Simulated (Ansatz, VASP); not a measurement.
## One calculation of Ti, two programs

INCAR

```
SYSTEM = Ti
  PREC = Accurate
  ENCUT = 520
  EDIFF = 1E-6
  ISMEAR = 0
  SIGMA = 0.1
  LREAL = .FALSE.
  LASPH = .TRUE.
  NELM = 80
  ALGO = Normal
  ISIF = 2
  LWAVE = .FALSE.
  LCHARG = .TRUE.
  GGA = PS
  LELF = .TRUE.
  LVHAR = .TRUE.
  NBANDS = 12
```

KPOINTS

```
Automatic mesh
0
G
  18 18 18
  0 0 0
```

Contents of POSCAR:

```
Ti
1.0
    0.0000000000      2.0074356987      2.0074356987
    2.0074356987      0.0000000000      2.0074356987
    2.0074356987      2.0074356987      0.0000000000
Ti
1
Direct
    0.0000000000      0.0000000000      0.0000000000
```

Input for Ansatz:

```yaml
crystal:
  lattice:
    - [0.0, 2.0074356987, 2.0074356987]
    - [2.0074356987, 0.0, 2.0074356987]
    - [2.0074356987, 2.0074356987, 0.0]
  atoms:
    - { symbol: Ti, position: [0.0, 0.0, 0.0] }
basis:
  ecutwfc: 420
kpoints:
  mp_grid: { grid: [18, 18, 18] }
hamiltonian:
  xc: pbesol
scf:
  occupations: { method: gaussian, width: 0.1 }
output:
  forces: true
  stress: true
  eigenvalues: true
```

Alike in both runs: task single point; functional PBEsol; k mesh 18 × 18 × 18; occupations gaussian, width 0.1 eV; no spin polarisation.

|  | VASP | Ansatz |
| --- | --- | --- |
| version | VASP 6.6.1 | Ansatz 0.2.0 |
| potentials or method | VASP PAW PBE potentials, release 64 (Ti_sv), cutoff 520 eV | scalar-relativistic, plane waves, PAW |
| valence electrons in the cell | 12 | 12 |

```tsv
	VASP	Ansatz	Ansatz less VASP
gap on the k mesh at the Fermi level (eV)	none	none	-
pressure (GPa)	3.3	3.7	+0.32
```

VASP's potentials were made for PBE, not for PBEsol. A gap of «none» marks a metal or a gap that the smearing closes. The functional is the same, so the differences come from potentials, cutoffs and numerics.
